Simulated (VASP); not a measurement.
# NaCl (Pm-3m) in VASP: further runs, part 2 of 2

VASP 6.6.1.

## (3) Single point, LDA (strain -0.040 along x and y, -0.040 along z)

Contents of INCAR:

```
PREC     = Accurate       # precision mode
ENCUT    = 520            # plane-wave cutoff, eV
EDIFF    = 1E-6           # SCF threshold, eV
ISMEAR   = 0              # smearing method
SIGMA    = 0.05           # smearing width, eV
LREAL    = F              # projectors in reciprocal space
LASPH    = T              # aspherical terms in the spheres
NELM     = 60             # most SCF steps
ALGO     = Normal         # electronic algorithm
ISIF     = 2              # what is computed and relaxed
LWAVE    = F              # write WAVECAR
LCHARG   = F              # write CHGCAR
NBANDS   = 14             # bands
```

Contents of KPOINTS:

```
regular mesh
0
Gamma
  6 6 6
```

Contents of POSCAR:

```
NaCl
1.0
    3.3621024000      0.0000000000      0.0000000000
    0.0000000000      3.3621024000      0.0000000000
    0.0000000000      0.0000000000      3.3621024000
Na Cl
1 1
Direct
    0.0000000000      0.0000000000      0.0000000000
    0.5000000000      0.5000000000      0.5000000000
```

Potentials or basis: VASP PAW LDA potentials, release 64 (Na_pv, Cl).

Run with:

```console
> cat potpaw_LDA.64/Na_pv/POTCAR potpaw_LDA.64/Cl/POTCAR > POTCAR
> mpirun -np 1 vasp_std > vasp.out
```

OUTCAR:

```text
PREC = Accurate
   ENCUT = 520
   EDIFF = 1E-6
   ISMEAR = 0
   LREAL = F
   LASPH = T
   NELM = 60
   ISIF = 2

 ion  position               nearest neighbor table
   1  0.000  0.000  0.000-
   2  0.500  0.500  0.500-

  LATTYP: Found a simple cubic cell.
 ALAT       =     3.3621024000

  Lattice vectors:

 A1 = (   3.3621024000,   0.0000000000,   0.0000000000)
 A2 = (   0.0000000000,   3.3621024000,   0.0000000000)
 A3 = (   0.0000000000,   0.0000000000,   3.3621024000)

Analysis of symmetry for initial positions (statically):
=====================================================================
 Subroutine PRICEL returns:
 Original cell was already a primitive cell.

 Routine SETGRP: Setting up the symmetry group for a
 simple cubic supercell.

 Subroutine GETGRP returns: Found 48 space group operations
 (whereof 48 operations were pure point group operations)
 out of a pool of 48 trial point group operations.

The static configuration has the point symmetry O_h .

[... 164 lines left out ...]
  band No.  band energies     occupation
      1     -20.7911      2.00000
      2     -20.7911      2.00000
      3     -20.7911      2.00000
      4     -12.6468      2.00000
      5       0.5234      2.00000
      6       0.5234      2.00000
      7       0.5234      2.00000
      8       5.1808      0.00000
      9       9.2543      0.00000
     10       9.2543      0.00000
     11      17.4016      0.00000
     12      17.4016      0.00000
     13      17.4020      0.00000
     14      17.5772      0.00000
[... 309 lines left out ...]
      1     -20.8339      2.00000
      2     -20.8339      2.00000
      3     -20.8339      2.00000
      4     -11.3811      2.00000
      5      -1.1682      2.00000
      6      -1.1682      2.00000
      7      -1.1682      2.00000
      8       7.8911      0.00000
      9       7.8911      0.00000
     10       7.8911      0.00000
     11      13.3862      0.00000
     12      17.8520      0.00000
     13      17.8520      0.00000
     14      17.8520      0.00000

------------------------ aborting loop because EDIFF is reached ----------------------------------------

  FORCE on cell =-STRESS in cart. coord.  units (eV):
  Direction    XX          YY          ZZ          XY          YZ          ZX
  --------------------------------------------------------------------------------------
  -------------------------------------------------------------------------------------
  Total        0.0530472      0.0530472      0.0530472     -0.0000000      0.0000000      0.0000000
  in kB        2.2363506      2.2363506      2.2363506     -0.0000000      0.0000000      0.0000000
  external PRESSURE =       2.2363506 kB  Pullay stress =       0.0000000 kB

 VOLUME and BASIS-vectors are now :
 -----------------------------------------------------------------------------
  energy-cutoff  :      520.00
  volume of cell :       38.00
      direct lattice vectors                 reciprocal lattice vectors
     3.362102400  0.000000000  0.000000000     0.297432940  0.000000000  0.000000000
     0.000000000  3.362102400  0.000000000     0.000000000  0.297432940  0.000000000
     0.000000000  0.000000000  3.362102400     0.000000000  0.000000000  0.297432940

 POSITION                                       TOTAL-FORCE (eV/Angst)
 -----------------------------------------------------------------------------------
      0.00000      0.00000      0.00000         0.000000      0.000000      0.000000
      1.68105      1.68105      1.68105         0.000000      0.000000      0.000000
 -----------------------------------------------------------------------------------
    total drift:                                0.000000      0.000000      0.000000

  FREE ENERGIE OF THE ION-ELECTRON SYSTEM (eV)
  ---------------------------------------------------
  free  energy   TOTEN  =        -7.1217997192 eV

  energy  without entropy=       -7.1217997192  energy(sigma->0) =       -7.12179972
```

OSZICAR:

```text
N       E                     dE             d eps       ncg     rms          rms(c)
DAV:   1     0.102383986972E+03    0.10238E+03   -0.70837E+03   566   0.102E+03
DAV:   2     0.439314121693E+00   -0.10194E+03   -0.92830E+02   660   0.289E+02
DAV:   3    -0.724072255244E+01   -0.76800E+01   -0.76406E+01   704   0.708E+01
DAV:   4    -0.734433469924E+01   -0.10361E+00   -0.10359E+00   650   0.893E+00
DAV:   5    -0.734637708069E+01   -0.20424E-02   -0.20423E-02   704   0.127E+00    0.248E+00
DAV:   6    -0.715717910664E+01    0.18920E+00   -0.23357E-01   716   0.355E+00    0.171E+00
DAV:   7    -0.712614432212E+01    0.31035E-01   -0.66164E-02   786   0.170E+00    0.110E+00
DAV:   8    -0.712221048071E+01    0.39338E-02   -0.95806E-03   662   0.855E-01    0.464E-01
DAV:   9    -0.712181547196E+01    0.39501E-03   -0.68779E-04   662   0.184E-01    0.169E-01
DAV:  10    -0.712180010350E+01    0.15368E-04   -0.11319E-04   686   0.825E-02    0.822E-03
DAV:  11    -0.712179971917E+01    0.38433E-06   -0.45235E-06   656   0.223E-02
   1 F= -.71217997E+01 E0= -.71217997E+01  d E =-.382700E-18
```

stdout:

```text
POSCAR found type information on POSCAR NaCl
 POSCAR found :  2 types and       2 ions
 scaLAPACK will be used
 LDA part: xc-table for (Slater(with rela. corr.)+CA(PZ))
 , standard interpolation
 POSCAR, INCAR and KPOINTS ok, starting setup
 FFT: planning ... GRIDC
 FFT: planning ... GRID_SOFT
 FFT: planning ... GRID
 WAVECAR not read
 entering main loop
```

It took 5.7 s on 1 thread of AMD EPYC 7R13 (Zen 3), shared host; peak memory 0.1 GiB.

What came out:

- Free energy: -7.1218 eV
- Pressure: 0.2 GPa
- Band gap on the k mesh: 4.04 eV, indirect (least direct gap 4.66 eV)

Levels at points of the mesh, in eV from the valence-band top:
```csv
k point,band 3,band 4,band 5,band 6,band 7,band 8,band 9,band 10,band 11,band 12
"(0.00, 0.00, 0.00)",-21.93,-13.79,-0.62,-0.62,-0.62,4.04,8.11,8.11,16.26,16.26
"(0.50, 0.00, 0.00)",-21.93,-13.27,-3.65,-0.33,-0.33,6.94,9.10,10.24,11.89,11.89
"(0.50, 0.50, 0.00)",-21.92,-12.91,-2.80,-2.80,0.00,5.14,9.84,11.45,11.45,12.57
"(0.50, 0.50, 0.50)",-21.98,-12.53,-2.31,-2.31,-2.31,6.75,6.75,6.75,12.24,16.71
```

Caveat: the cell differs from its parent crystal (strain -0.040 along x and y, -0.040 along z).

## (4) Single point, LDA (strain +0.040 along x and y, +0.040 along z)

Contents of INCAR:

```
SYSTEM = NaCl
ALGO = Normal ; EDIFF = 1E-6
ENCUT = 520 ; ISIF = 2
ISMEAR = 0 ; LASPH = .TRUE.
LCHARG = .TRUE. ; LELF = .TRUE.
LREAL = .FALSE. ; LVHAR = .TRUE.
LWAVE = .FALSE. ; NBANDS = 14
NELM = 60 ; PREC = Accurate
SIGMA = 0.05
```

Contents of KPOINTS:

```
k-points
0
G
  6 6 6
  0 0 0
```

Contents of POSCAR:

```
NaCl
1.0
    3.6422776000      0.0000000000      0.0000000000
    0.0000000000      3.6422776000      0.0000000000
    0.0000000000      0.0000000000      3.6422776000
Na Cl
1 1
Direct
    0.0000000000      0.0000000000      0.0000000000
    0.5000000000      0.5000000000      0.5000000000
```

Run with:

```console
> cat potpaw_LDA.64/Na_pv/POTCAR potpaw_LDA.64/Cl/POTCAR > POTCAR
> mpirun -np 1 vasp_std > vasp.out
```

Run time: 6.5 s. Hardware: 1 thread of AMD EPYC 7R13 (Zen 3), shared host; peak memory 0.11 GiB.

Results (log left out):

```
Free energy            : -6.9381 eV
Pressure               : -4.7 GPa
Band gap on the k mesh : 3.27 eV, indirect (least direct gap 3.69 eV)
```

Levels at points of the mesh, in eV from the valence-band top:
```
           k point  band 4  band 5  band 6  band 7  band 8  band 9  band 10  band 11
(0.00, 0.00, 0.00)  -12.94   -0.42   -0.42   -0.42    3.27    8.36     8.36    14.23
(0.50, 0.00, 0.00)  -12.67   -2.56   -0.21   -0.21    6.20    7.51    10.29    11.28
(0.50, 0.50, 0.00)  -12.47   -1.95   -1.95    0.00    5.19    9.31     9.90     9.90
(0.50, 0.50, 0.50)  -12.26   -1.57   -1.57   -1.57    6.76    6.76     6.76    10.41
```

Caveat: the cell differs from its parent crystal (strain +0.040 along x and y, +0.040 along z). A k mesh can miss the band edges.

## (5) Single point, LDA (strain +0.080 along x and y, +0.080 along z)

Contents of INCAR:

```
  ALGO = Normal
  EDIFF = 1E-6
  ENCUT = 520
  GGA = CA
  ISIF = 2
  ISMEAR = 0
  LASPH = True
  LCHARG = False
  LREAL = False
  LWAVE = False
  NBANDS = 14
  NELM = 60
  PREC = Accurate
  SIGMA = 0.05
```

Contents of KPOINTS:

```
k-points
0
Gamma
  6 6 6
```

Contents of POSCAR:

```
NaCl
1.0
    3.7823652000      0.0000000000      0.0000000000
    0.0000000000      3.7823652000      0.0000000000
    0.0000000000      0.0000000000      3.7823652000
Na Cl
1 1
Direct
    0.0000000000      0.0000000000      0.0000000000
    0.5000000000      0.5000000000      0.5000000000
```

Potentials or basis: VASP PAW LDA potentials, release 64 (Na_pv, Cl).

Run with:

```console
> cat potpaw_LDA.64/Na_pv/POTCAR potpaw_LDA.64/Cl/POTCAR > POTCAR
> mpirun -np 1 vasp_std > vasp.out
```

OUTCAR:

```text
EDIFF = 1E-6
   ENCUT = 520
   GGA = CA
   ISIF = 2
   ISMEAR = 0
   LASPH = True
   LREAL = False
   NELM = 60
   PREC = Accurate

 ion  position               nearest neighbor table
   1  0.000  0.000  0.000-
   2  0.500  0.500  0.500-

  LATTYP: Found a simple cubic cell.
 ALAT       =     3.7823652000

  Lattice vectors:

 A1 = (   3.7823652000,   0.0000000000,   0.0000000000)
 A2 = (   0.0000000000,   3.7823652000,   0.0000000000)
 A3 = (   0.0000000000,   0.0000000000,   3.7823652000)

Analysis of symmetry for initial positions (statically):
=====================================================================
 Subroutine PRICEL returns:
 Original cell was already a primitive cell.

 Routine SETGRP: Setting up the symmetry group for a
 simple cubic supercell.

 Subroutine GETGRP returns: Found 48 space group operations
 (whereof 48 operations were pure point group operations)
 out of a pool of 48 trial point group operations.

The static configuration has the point symmetry O_h .

Analysis of symmetry for dynamics (positions and initial velocities):
=====================================================================
 Subroutine PRICEL returns:
 Original cell was already a primitive cell.

 Routine SETGRP: Setting up the symmetry group for a
 simple cubic supercell.

 Subroutine GETGRP returns: Found 48 space group operations
 (whereof 48 operations were pure point group operations)
 out of a pool of 48 trial point group operations.

The dynamic configuration has the point symmetry O_h .

 Subroutine INISYM returns: Found 48 space group operations
 (whereof 48 operations are pure point group operations),
 and found     1 'primitive' translations

----------------------------------------------------------------------------------------

                                     Primitive cell

  volume of cell :      54.1116
[... 110 lines left out ...]
   LHFCALC =     F    Hartree Fock is set to
   AEXX    =    0.0000 exact exchange contribution
   IVDW    =     0    specifies the selected vdW correction
   LEPSILON=     F    determine dielectric tensor
   LRPA    =     F    only Hartree local field effects (RPA)
 non-spin polarized calculation
 Gauss-broadening in eV      SIGMA  =   0.05
  energy-cutoff  :      520.00
  volume of cell :       54.11
 maximum number of plane-waves:      1472
   NGX = 15   NGY = 15   NGZ = 15

 number of electron      13.9999983 magnetization

 Free energy of the ion-electron system (eV)
  ---------------------------------------------------
  ext. energy  EPLUGINS =         0.00000000
  ---------------------------------------------------
  free energy    TOTEN  =        -6.75433871 eV

  energy without entropy =       -6.75433871  energy(sigma->0) =       -6.75433871

 E-fermi :  -0.9407     XC(G=0):  -7.9800

 val. band max:       -1.1555467948   @ k =   0.5000   0.5000   0.0000
 cond. band min:       1.8583373877   @ k =   0.0000   0.0000   0.0000
 fundamental gap:      3.0138841825
 Fermi energy:        -0.9407292908

 k-point     1 :       0.0000    0.0000    0.0000
  band No.  band energies     occupation
      1     -23.4959      2.00000
      2     -23.4959      2.00000
      3     -23.4959      2.00000
      4     -13.8106      2.00000
      5      -1.5022      2.00000
      6      -1.5022      2.00000
      7      -1.5022      2.00000
      8       1.8583      0.00000
      9       7.2218      0.00000
     10       7.2218      0.00000
     11      12.1336      0.00000
     12      12.1336      0.00000
     13      12.1336      0.00000
     14      13.8100      0.00000
[... 309 lines left out ...]
      1     -23.5080      2.00000
      2     -23.5080      2.00000
      3     -23.5080      2.00000
      4     -13.3116      2.00000
      5      -2.4546      2.00000
      6      -2.4546      2.00000
      7      -2.4546      2.00000
      8       5.5370      0.00000
      9       5.5370      0.00000
     10       5.5370      0.00000
     11       8.4601      0.00000
     12      12.3177      0.00000
     13      12.3177      0.00000
     14      12.3177      0.00000

------------------------ aborting loop because EDIFF is reached ----------------------------------------

  FORCE on cell =-STRESS in cart. coord.  units (eV):
  Direction    XX          YY          ZZ          XY          YZ          ZX
  --------------------------------------------------------------------------------------
  -------------------------------------------------------------------------------------
  Total       -1.8180951     -1.8180951     -1.8180951      0.0000000      0.0000000     -0.0000000
  in kB      -53.8315392    -53.8315392    -53.8315392      0.0000000      0.0000000     -0.0000000
  external PRESSURE =     -53.8315392 kB  Pullay stress =       0.0000000 kB

 VOLUME and BASIS-vectors are now :
 -----------------------------------------------------------------------------
  energy-cutoff  :      520.00
  volume of cell :       54.11
      direct lattice vectors                 reciprocal lattice vectors
     3.782365200  0.000000000  0.000000000     0.264384835  0.000000000  0.000000000
     0.000000000  3.782365200  0.000000000     0.000000000  0.264384835  0.000000000
     0.000000000  0.000000000  3.782365200     0.000000000  0.000000000  0.264384835

 POSITION                                       TOTAL-FORCE (eV/Angst)
 -----------------------------------------------------------------------------------
      0.00000      0.00000      0.00000         0.000000      0.000000      0.000000
      1.89118      1.89118      1.89118         0.000000      0.000000      0.000000
 -----------------------------------------------------------------------------------
    total drift:                               -0.000000      0.000000      0.000000

  FREE ENERGIE OF THE ION-ELECTRON SYSTEM (eV)
  ---------------------------------------------------
  free  energy   TOTEN  =        -6.7543387075 eV

  energy  without entropy=       -6.7543387075  energy(sigma->0) =       -6.75433871
```

Run time: 5.9 s. Hardware: 1 thread of AMD EPYC 7R13 (Zen 3), shared host; peak memory 0.11 GiB.

Results:

```yaml
Free_energy: -6.7543 eV
Pressure: -5.4 GPa
Band_gap_on_the_k_mesh: 3.01 eV, indirect (least direct gap 3.36 eV)
```

Caveat: the cell differs from its parent crystal (strain +0.080 along x and y, +0.080 along z). A k mesh can miss the band edges.

## (6) Summary

```csv
cell,gap on the mesh (eV),pressure (GPa)
"a = 3.222 Å, 2 atoms",4.60,6.4
"a = 3.362 Å, 2 atoms",4.04,0.2
"a = 3.642 Å, 2 atoms",3.27,-4.7
"a = 3.782 Å, 2 atoms",3.01,-5.4
```

Alike in all rows: task single point; level LDA; potentials or basis VASP PAW LDA potentials, release 64 (Na_pv, Cl); no spin polarisation; k mesh 6 × 6 × 6; cutoff (eV) 520; smearing gaussian 0.05 eV.

Absolute energies hang on the potentials; compare differences alone.
